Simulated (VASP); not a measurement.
# Pt (Fm-3m) in VASP: notebook, part 2 of 2

VASP 6.6.1. The steps go on from the part before.

## Step 3: Single point, PBE

The input, INCAR:

```
SYSTEM = Pt
PREC     = Accurate       ! precision mode
ENCUT    = 520            ! plane-wave cutoff, eV
EDIFF    = 1E-6           ! SCF threshold, eV
ISMEAR   = 0              ! smearing method
SIGMA    = 0.15           ! smearing width, eV
LREAL    = .False.        ! projectors in reciprocal space
LASPH    = .True.         ! aspherical terms in the spheres
NELM     = 80             ! most SCF steps
ALGO     = Normal         ! electronic algorithm
ISIF     = 2              ! what is computed and relaxed
LWAVE    = .False.        ! write WAVECAR
LCHARG   = .True.         ! write CHGCAR
GGA      = PE             ! functional
LELF     = .True.         ! ELF
LVHAR    = .True.       
NBANDS   = 11             ! bands
```

The input, KPOINTS:

```
Automatic mesh
0
Gamma
  26 26 26
  0 0 0
```

The input, POSCAR:

```
Pt
1.0
    0.0000000000      1.9850550539      1.9850550539
    1.9850550539      0.0000000000      1.9850550539
    1.9850550539      1.9850550539      0.0000000000
Pt
1
Direct
    0.0000000000      0.0000000000      0.0000000000
```

Potentials or basis: VASP PAW PBE potentials, release 64 (Pt).

Run with:

```
> cat potpaw_PBE.64/Pt/POTCAR > POTCAR
> mpirun -np 1 vasp_std > vasp.out
```

OUTCAR:

```text
SYSTEM = Pt
   PREC = Accurate
   ENCUT = 520
   EDIFF = 1E-6
   ISMEAR = 0
   LREAL = .False.
   LASPH = .True.
   NELM = 80
   ISIF = 2
   GGA = PE

 ion  position               nearest neighbor table
   1  0.000  0.000  0.000-

  LATTYP: Found a face centered cubic cell.
 ALAT       =     3.9701101078

  Lattice vectors:

 A1 = (   0.0000000000,   1.9850550539,   1.9850550539)
 A2 = (   1.9850550539,   0.0000000000,   1.9850550539)
 A3 = (   1.9850550539,   1.9850550539,   0.0000000000)

Analysis of symmetry for initial positions (statically):
[... 33 lines left out ...]
                                     Primitive cell

  volume of cell :      15.6440

  direct lattice vectors                    reciprocal lattice vectors
     0.000000000  1.985055054  1.985055054    -0.251882183  0.251882183  0.251882183
     1.985055054  0.000000000  1.985055054     0.251882183 -0.251882183  0.251882183
     1.985055054  1.985055054  0.000000000     0.251882183  0.251882183 -0.251882183

  length of vectors
     2.807291779  2.807291779  2.807291779     0.436272738  0.436272738  0.436272738

  position of ions in fractional coordinates (direct lattice)
     0.000000000  0.000000000  0.000000000

  ion indices of the primitive-cell ions
   primitive index   ion index
                 1           1

----------------------------------------------------------------------------------------

 KPOINTS: Automatic mesh

Automatic generation of k-mesh.
 Grid dimensions read from file:
 generate k-points for:   26   26   26

 Generating k-lattice:

  Cartesian coordinates                     Fractional coordinates (reciprocal lattice)
    -0.009687776  0.009687776  0.009687776     0.038461538  0.000000000  0.000000000
     0.009687776 -0.009687776  0.009687776     0.000000000  0.038461538  0.000000000
     0.009687776  0.009687776 -0.009687776     0.000000000  0.000000000  0.038461538

  Length of vectors
     0.016779721  0.016779721  0.016779721

  Shift w.r.t. Gamma in fractional coordinates (k-lattice)
     0.000000000  0.000000000  0.000000000

 Subroutine IBZKPT returns following result:
 ===========================================

 Found    511 irreducible k-points:

 Following reciprocal coordinates:
            Coordinates               Weight
  0.000000  0.000000  0.000000      1.000000
  0.038462  0.000000  0.000000      8.000000
  0.076923  0.000000  0.000000      8.000000
  0.115385  0.000000  0.000000      8.000000
  0.153846  0.000000  0.000000      8.000000
  0.192308  0.000000  0.000000      8.000000
[... 16 lines left out ...]
  0.346154  0.038462  0.000000     24.000000
  0.384615  0.038462  0.000000     24.000000
 [... further k-points ...]
   k-points           NKPTS =    511   k-points in BZ     NKDIM =    511   number of bands    NBANDS=     11
   number of dos      NEDOS =    301   number of ions     NIONS =      1
   total plane-waves  NPLWV =  13824
   dimension x,y,z NGX =    24 NGY =   24 NGZ =   24
   dimension x,y,z NGXF=    48 NGYF=   48 NGZF=   48
   ions per type =               1
   NGX,Y,Z   is equivalent  to a cutoff of  14.21, 14.21, 14.21 a.u.
   NGXF,Y,Z  is equivalent  to a cutoff of  28.43, 28.43, 28.43 a.u.
 SYSTEM =  Pt
   PREC   = accura    normal or accurate (medium, high low for compatibility)
   ISTART =      0    job   : 0-new  1-cont  2-samecut
   ICHARG =      2    charge: 1-file 2-atom 10-const
   ISPIN  =      1    spin polarized calculation?
   LNONCOLLINEAR =      F non collinear calculations
   LSORBIT =      F    spin-orbit coupling
   LASPH  =      T    aspherical Exc in radial PAW
   ENCUT  =  520.0 eV  38.22 Ry    6.18 a.u.   5.22  5.22  5.22*2*pi/ulx,y,z
   NELM   =     80;   NELMIN=  2; NELMDL= -5     # of ELM steps
   EDIFF  = 0.1E-05   stopping-criterion for ELM
   LREAL  =      F    real-space projection
   EDIFFG = 0.1E-04   stopping-criterion for IOM
   NSW    =      0    number of steps for IOM
   IBRION =     -1    ionic relax: 0-MD 1-quasi-New 2-CG
   NFREE  =      0    steps in history (QN), initial steepest desc. (CG)
   ISIF   =      2    stress and relaxation
   ISYM   =      2    0-nonsym 1-usesym 2-fastsym
   POTIM  = 0.5000    time-step for ionic-motion
   TEBEG  =    0.0;   TEEND  =   0.0 temperature during run
   PSTRESS=    0.0 pullay stress
   NELECT =      10.0000    total number of electrons
   NUPDOWN=      -1.0000    fix difference up-down
   EMIN   =  10.00;   EMAX   =-10.00  energy-range for DOS
   EFERMI =   0.00;   METHOD = LEGACY
   ISMEAR =     0;   SIGMA  =   0.15  broadening in eV -4-tet -1-fermi 0-gaus
   EFERMI_NEDOS =   21; number of points for ismear=-14 and -15
   IALGO  =     38    algorithm
   IMIX   =      4    mixing-type and parameters
     AMIX     =   0.40;   BMIX     =  1.00
     AMIX_MAG =   1.60;   BMIX_MAG =  1.00
  volume/ion in A,a.u.               =      15.64       105.57
  Fermi-wavevector in a.u.,A,eV,Ry     =   1.410238  2.664963 27.058858  1.988770
  Thomas-Fermi vector in A             =   2.532212
   LORBIT       =      0    0 simple, 1 ext, 2 COOP (PROOUT), +10 PAW based schemes
   GGA     = PE    functional components
   LHFCALC =     F    Hartree Fock is set to
   AEXX    =    0.0000 exact exchange contribution
   IVDW    =     0    specifies the selected vdW correction
   LEPSILON=     F    determine dielectric tensor
   LRPA    =     F    only Hartree local field effects (RPA)
 non-spin polarized calculation
 Gauss-broadening in eV      SIGMA  =   0.15
  energy-cutoff  :      520.00
  volume of cell :       15.64
 maximum number of plane-waves:       444
 NGX is ok and might be reduce to    24
   NGX = 11   NGY = 11   NGZ = 11

 number of electron      10.0000002 magnetization

 Free energy of the ion-electron system (eV)
  ---------------------------------------------------
  ext. energy  EPLUGINS =         0.00000000
  ---------------------------------------------------
  free energy    TOTEN  =        -6.10898744 eV

  energy without entropy =       -6.08585339  energy(sigma->0) =       -6.09742041

 E-fermi :  10.5694     XC(G=0): -13.2713

 val. band max:       10.5691902424   @ k =   0.5000   0.5000   0.0000
 cond. band min:      10.5696018747   @ k =  -0.4615   0.3077   0.0769
 fundamental gap:      0.0004116323
 Fermi energy:        10.5693746798

 k-point     1 :       0.0000    0.0000    0.0000
  band No.  band energies     occupation
      1       0.7637      2.00000
      2       7.0042      2.00000
      3       7.0042      2.00000
      4       7.0042      2.00000
      5       9.0322      2.00000
      6       9.0322      2.00000
      7      25.3093      0.00000
      8      30.0688      0.00000
      9      30.0688      0.00000
     10      30.0688      0.00000
     11      35.2808      0.00000

 k-point     2 :       0.0385    0.0000    0.0000
  band No.  band energies     occupation
      1       0.8214      2.00000
      2       6.9787      2.00000
      3       7.0272      2.00000
      4       7.0272      2.00000
      5       9.0193      2.00000
      6       9.0193      2.00000
      7      25.3978      0.00000
      8      29.7275      0.00000
      9      30.1554      0.00000
     10      30.1554      0.00000
     11      35.6532      0.00000

 k-point     3 :       0.0769    0.0000    0.0000
  band No.  band energies     occupation
      1       0.9925      2.00000
      2       6.9072      2.00000
      3       7.0922      2.00000
      4       7.0922      2.00000
      5       8.9856      2.00000
      6       8.9856      2.00000
      7      25.6514      0.00000
      8      28.9080      0.00000
      9      30.4109      0.00000
     10      30.4109      0.00000
     11      36.4531      0.00000
[... 267 lines left out ...]
 k-point    23 :       0.3462    0.0385    0.0000
  band No.  band energies     occupation
      1       3.4816      2.00000
      2       7.1506      2.00000
      3       7.2410      2.00000
      4       7.3958      2.00000
      5       9.7275      2.00000
      6       9.9634      2.00000
      7      20.6487      0.00000
      8      26.0533      0.00000
      9      30.7980      0.00000
     10      31.8501      0.00000
     11      35.2766      0.00000

 k-point    24 :       0.3846    0.0385    0.0000
  band No.  band energies     occupation
      1       3.6066      2.00000
      2       7.0599      2.00000
      3       7.1517      2.00000
      4       8.0473      2.00000
      5      10.0966      1.99999
      6      10.2248      1.99884
      7      19.2168      0.00000
      8      25.6183      0.00000
      9      30.1390      0.00000
     10      30.9196      0.00000
     11      36.4359      0.00000

 [... further k-points ...]
[... 5 lines left out ...]
  --------------------------------------------------------------------------------------
  -------------------------------------------------------------------------------------
  Total       -0.0394154     -0.0394154     -0.0394154      0.0000000     -0.0000000      0.0000000
  in kB       -4.0367213     -4.0367213     -4.0367213      0.0000000     -0.0000000      0.0000000
  external PRESSURE =      -4.0367213 kB  Pullay stress =       0.0000000 kB

 VOLUME and BASIS-vectors are now :
 -----------------------------------------------------------------------------
  energy-cutoff  :      520.00
  volume of cell :       15.64
      direct lattice vectors                 reciprocal lattice vectors
     0.000000000  1.985055054  1.985055054    -0.251882183  0.251882183  0.251882183
     1.985055054  0.000000000  1.985055054     0.251882183 -0.251882183  0.251882183
     1.985055054  1.985055054  0.000000000     0.251882183  0.251882183 -0.251882183

 POSITION                                       TOTAL-FORCE (eV/Angst)
 -----------------------------------------------------------------------------------
      0.00000      0.00000      0.00000        -0.000000     -0.000000      0.000000
 -----------------------------------------------------------------------------------
    total drift:                               -0.000000      0.000000     -0.000000

  FREE ENERGIE OF THE ION-ELECTRON SYSTEM (eV)
  ---------------------------------------------------
  free  energy   TOTEN  =        -6.1089874362 eV

  energy  without entropy=       -6.0858533884  energy(sigma->0) =       -6.09742041
```

Wall time 3 min (1 thread of AMD EPYC, shared host); peak memory 0.18 GiB.

Results:

- Free energy: -6.1090 eV
- Pressure: -0.4 GPa
- Band gap on the k mesh: zero (band 5 reaches 11.03 eV, above the bottom of band 6 at 8.93 eV)

Caveat: spin-orbit coupling is left out, which moves the levels of the heavy elements.
